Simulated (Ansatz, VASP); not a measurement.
## Two plane-wave programs on AlP

INCAR

```
  PREC = Accurate
  ENCUT = 500
  EDIFF = 1E-6
  ISMEAR = 0
  SIGMA = 0.02
  LREAL = False
  LASPH = True
  NELM = 120
  ALGO = Normal
  ISIF = 2
  LWAVE = False
  LCHARG = False
  GGA = PS
  NBANDS = 11
  GGA_COMPAT = False
```

KPOINTS

```
Automatic mesh
0
Gamma
  8 8 8
```

Contents of POSCAR:

```
AlP
1.0
    0.0000000000      2.6693001900      2.6693001900
    2.6693001900      0.0000000000      2.6693001900
    2.6693001900      2.6693001900      0.0000000000
Al P
1 1
Direct
    0.0000000000      0.0000000000      0.0000000000
    0.7500000000      0.7500000000      0.7500000000
```

Input for Ansatz:

```yaml
crystal:
  lattice:
    - [0.0, 2.66930019, 2.66930019]
    - [2.66930019, 0.0, 2.66930019]
    - [2.66930019, 2.66930019, 0.0]
  atoms:
    - { symbol: Al, position: [0.0, 0.0, 0.0] }
    - { symbol: P, position: [0.75, 0.75, 0.75] }
basis:
  ecutwfc: 420
kpoints:
  mp_grid: { grid: [8, 8, 8] }
hamiltonian:
  xc: pbesol
scf:
  occupations: { method: gaussian, width: 0.02 }
output:
  forces: true
  stress: true
  eigenvalues: true
```

Alike in both runs: task single point; functional PBEsol; k mesh 8 × 8 × 8; occupations gaussian, width 0.02 eV; no spin polarisation.

|  | VASP | Ansatz |
| --- | --- | --- |
| version | VASP 6.6.1 | Ansatz 0.2.0 |
| potentials or method | VASP PAW PBE potentials, release 64 (Al, P), cutoff 500 eV | scalar-relativistic, plane waves, PAW |
| valence electrons in the cell | 8 | 8 |

```csv
,VASP,Ansatz,Ansatz less VASP
gap on the k mesh at the Fermi level (eV),1.30,1.30,+0.004
least direct gap on the mesh (eV),3.56,3.56,0.000
pressure (GPa),7.4,7.4,-0.05
```

VASP's potentials were made for PBE, not for PBEsol. With one functional, cell and mesh, what is left measures potentials, basis and numerics.
